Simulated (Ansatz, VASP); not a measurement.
# CdGa2O3 in VASP and in Ansatz

```xyz
6
Lattice="2.8713 0.0000 0.0000 0.0000 2.8713 0.0000 0.0000 0.0000 8.6187" Properties=species:S:1:pos:R:3 pbc="T T T"
Cd    0.0000    0.0000    0.0000
Ga    0.0000    0.0000    2.8907
Ga    0.0000    0.0000    5.7280
O     1.4356    1.4356    1.5085
O     1.4356    1.4356    4.3094
O     1.4356    1.4356    7.1102
```

Change from the starting cell: species swapped into the Al3Ni2Pt type (P4/mmm, No. 123).

Alike in both runs: functional PBE; k mesh 14 × 14 × 6; occupations gaussian, width 0.1 eV; no spin polarisation.

Ansatz relaxed the structure, and its values are those at the end. VASP's run is a single point on that final structure, the one shown.

|  | VASP | Ansatz |
| --- | --- | --- |
| version | VASP 6.6.1 | Ansatz 0.2.0 |
| potentials or method | VASP PAW PBE potentials, release 64 (Cd, Ga_d, O), cutoff 520 eV | scalar-relativistic, plane waves, PAW |
| valence electrons in the cell | 56 | 64 |

```csv
,VASP,Ansatz,Ansatz less VASP
gap on the k mesh at the Fermi level (eV),none,none,-
pressure (GPa),0.6,0.0,-0.58
rms of the force components (eV/Å),0.015,0.002,-0.0125
```

A gap of «none» marks a metal or a gap that the smearing closes. The functional is the same, so the differences come from potentials, cutoffs and numerics. VASP's potentials hold 56 valence electrons a cell and Ansatz's 64, so a difference there can come from the potentials and not from the codes.
